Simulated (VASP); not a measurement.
## LaH3: relaxation of cell and atoms with PBEsol

Crystal: LaH3.

```xyz
4
Lattice="-1.8771 1.8771 3.0559 1.8771 -1.8771 3.0559 1.8771 1.8771 -3.0559" Properties=species:S:1:pos:R:3 pbc="T T T"
La    0.0000    0.0000    0.0000
H     0.0000    1.8771    1.5279
H     1.8771    0.0000    1.5279
H     0.0000    0.0000    3.0559
```

```
Program                : VASP 6.6.1
Task                   : relaxation of cell and atoms
Functional             : PBEsol
Potentials or basis    : VASP PAW PBE potentials, release 64 (La, H)
Cutoff                 : 600 eV
k mesh                 : 8 × 8 × 8
Occupations            : fermi-dirac, width 0.1 eV
Spin                   : no spin polarisation
Dipole correction      : no
Further INCAR settings : ALGO = Normal; EDIFF = 1e-06; IBRION = 2; EDIFFG = -0.02; NSW = 80; ISIF = 3
```

The relaxed volume is 10.39 Å³/atom and the relaxed cell is a = 3.890 Å, b = 3.890 Å, c = 3.890 Å, α = 120.07°, β = 120.07°, γ = 89.88°. The space group after relaxing (to 0.05 Å) is Fm-3m (No. 225), the energy gained by relaxing is 7.1 meV/atom and the ionic steps are 13. The pressure after relaxing is 0.0 GPa and the band gap on the k mesh is zero (band 7 reaches 8.27 eV, above the bottom of band 8 at 8.10 eV).

Step by step:
```
step  energy change (eV)  largest force (eV/Å)  pressure (GPa)  volume (Å³)
   1              0.0000                0.0000           -2.78        43.07
   2             -0.0135                0.0000           -0.68        41.92
   3             -0.0145                0.0000            0.10        41.53
   4             -0.0145                0.0000            0.15        41.49
   5             -0.0154                0.0000            0.17        41.50
   6             -0.0178                0.0000            0.16        41.50
   7             -0.0219                0.0000            0.16        41.50
   8             -0.0271                0.0000            0.28        41.44
   9             -0.0176                0.0000            1.09        41.07
  10             -0.0278                0.0000            0.36        41.40
  11             -0.0280                0.0000            0.46        41.35
  12             -0.0209                0.0000           -2.10        42.66
  13             -0.0283                0.0000            0.02        41.57
```

Final structure:
```xyz
4
Lattice="-1.9429 1.9429 2.7533 1.9429 -1.9429 2.7533 1.9429 1.9429 -2.7533" Properties=species:S:1:pos:R:3 pbc="T T T"
La    0.0000    0.0000    0.0000
H     0.0000    1.9429    1.3767
H     1.9429    0.0000    1.3767
H     0.0000    0.0000    2.7533
```

Levels at points of the mesh, in eV from the Fermi level:
| k point | band 3 | band 4 | band 5 | band 6 | band 7 | band 8 | band 9 | band 10 | band 11 |
| --- | --- | --- | --- | --- | --- | --- | --- | --- | --- |
| (0.00, 0.00, 0.00) | -16.32 | -16.32 | -8.05 | -2.89 | 0.37 | 0.38 | 0.38 | 0.71 | 1.52 |
| (0.50, 0.00, 0.00) | -16.47 | -16.46 | -6.05 | -3.84 | -2.04 | 0.19 | 0.21 | 1.62 | 1.62 |
| (0.50, 0.50, 0.00) | -16.73 | -16.73 | -5.65 | -5.51 | -2.83 | 1.60 | 1.60 | 1.74 | 2.00 |
| (0.50, 0.50, 0.50) | -16.72 | -16.72 | -5.64 | -5.51 | -2.84 | 1.60 | 1.60 | 1.75 | 1.99 |

It took 3.2 min on 1 thread of AMD EPYC 9R45 96-Core Processor (Zen 5) (shared host), peak memory 0.19 GiB.

Caveat: the PAW data sets were made with another functional, which shifts forces and pressure a little; spin-orbit coupling is left out, which moves the levels of the heavy elements.
